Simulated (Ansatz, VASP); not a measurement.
**Two plane-wave programs on Ti**

```
CELL_PARAMETERS angstrom
3.03850 0.00000 0.00000
-1.51925 2.63142 0.00000
0.00000 0.00000 4.68600
ATOMIC_POSITIONS crystal
Ti 0.33333 0.66667 0.25000
Ti 0.66667 0.33333 0.75000
```

Change from the starting cell: strain +0.030 along x and y, +0.000 along z, atoms carried along.

Alike in both runs: task single point; functional PBE; k mesh 18 × 18 × 10; occupations gaussian, width 0.15 eV; no spin polarisation.

|  | VASP | Ansatz |
| --- | --- | --- |
| version | VASP 6.6.1 | Ansatz 0.2.0 |
| potentials or method | VASP PAW PBE potentials, release 64 (Ti_sv), cutoff 520 eV | scalar-relativistic, plane waves, PAW |
| valence electrons in the cell | 24 | 24 |

```tsv
	VASP	Ansatz	Ansatz less VASP
gap on the k mesh at the Fermi level (eV)	none	none	-
pressure (GPa)	-7.5	-7.2	+0.30
traceless stress, the component that is largest in VASP (GPa)	1.56	1.57	+0.008
```

A gap of «none» marks a metal or a gap that the smearing closes.
